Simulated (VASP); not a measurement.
Input of a VASP 6.6.1 run:

POSCAR

```
GaSb
1.0
    0.0000000000      3.1201800000      3.0590000000
    3.0590000000      0.0000000000      3.0590000000
    3.0590000000      3.1201800000      0.0000000000
Ga Sb
1 1
Direct
    0.0000000000      0.0000000000      0.0000000000
    0.7500000000      0.7500000000      0.7500000000
```

INCAR.step1

```
SYSTEM = GaSb
  ALGO = Normal
  EDIFF = 1E-4
  ENCUT = 520
  GGA = PE
  ISMEAR = 0
  LASPH = .True.
  LCHARG = .False.
  LREAL = .False.
  LWAVE = .True.
  NBANDS = 16
  NELM = 80
  PREC = Accurate
  SIGMA = 0.05
```

File INCAR.step2:

```
SYSTEM = GaSb
  ALGO = Normal
  EDIFF = 1E-6
  ENCUT = 520
  ISIF = 2
  ISMEAR = 0
  ISTART = 1
  LASPH = .True.
  LCHARG = .False.
  LMIXTAU = .True.
  LREAL = .False.
  LWAVE = .False.
  METAGGA = R2SCAN
  NBANDS = 16
  NELM = 80
  PREC = Accurate
  SIGMA = 0.05
```

The input KPOINTS:

```
k-points
0
Gamma
  6 6 6
  0 0 0
```

Potentials or basis: VASP PAW PBE potentials, release 64 (Ga_d, Sb).

Command:

```bash
$ cat potpaw_PBE.64/Ga_d/POTCAR potpaw_PBE.64/Sb/POTCAR > POTCAR
$ cp INCAR.step1 INCAR
$ mpirun -np 1 vasp_std > vasp.out
$ cp INCAR.step2 INCAR
$ mpirun -np 1 vasp_std > vasp.out
```

(1) Predict the pressure.

(2) Predict the band gap on the k mesh.

## Answers

(1) -0.6 GPa.

(2) 0.26 eV, direct.

Caveat: the cell differs from its parent crystal (strain +0.0200 x Voigt [0, 1, 0, 0, 0, 0]); the PAW data sets were made with another functional, which shifts forces and pressure a little; spin-orbit coupling is left out, which moves the levels of the heavy elements.
